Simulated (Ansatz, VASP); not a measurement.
## BaS in VASP and in Ansatz

```
Ba S
1.0
     3.85287    0.00000    0.00000
     0.00000    3.85287    0.00000
     0.00000    0.00000    3.86656
Ba S
1 1
Direct
  0.00000 0.00000 0.50000
  0.50000 0.50000 0.00000
```

Alike in both runs: functional PBE; k mesh 4 × 4 × 3; occupations gaussian, width 0.15 eV; no spin polarisation.

Ansatz relaxed the structure, and its values are those at the end. VASP's run is a single point on that final structure, the one shown.

|  | VASP | Ansatz |
| --- | --- | --- |
| version | VASP 6.6.1 | Ansatz 0.2.0 |
| potentials or method | VASP PAW PBE potentials, release 64 (Ba_sv, S), cutoff 500 eV | scalar-relativistic, plane waves, PAW |
| valence electrons in the cell | 16 | 16 |

Ansatz gave:

| Quantity | Value |
| --- | --- |
| gap on the k mesh at the Fermi level (eV) | 1.59 |
| least direct gap on the mesh (eV) | 1.65 |
| pressure (GPa) | -0.5 |

**Question.** What did VASP give for the same quantities?

**Answer.** gap on the k mesh at the Fermi level (eV): 1.46; least direct gap on the mesh (eV): 1.55; pressure (GPa): 0.4.

The functional is the same, so the differences come from potentials, cutoffs and numerics.

The k mesh is coarse, so the values compare programs but aren't converged. Neither program's run includes spin-orbit coupling.
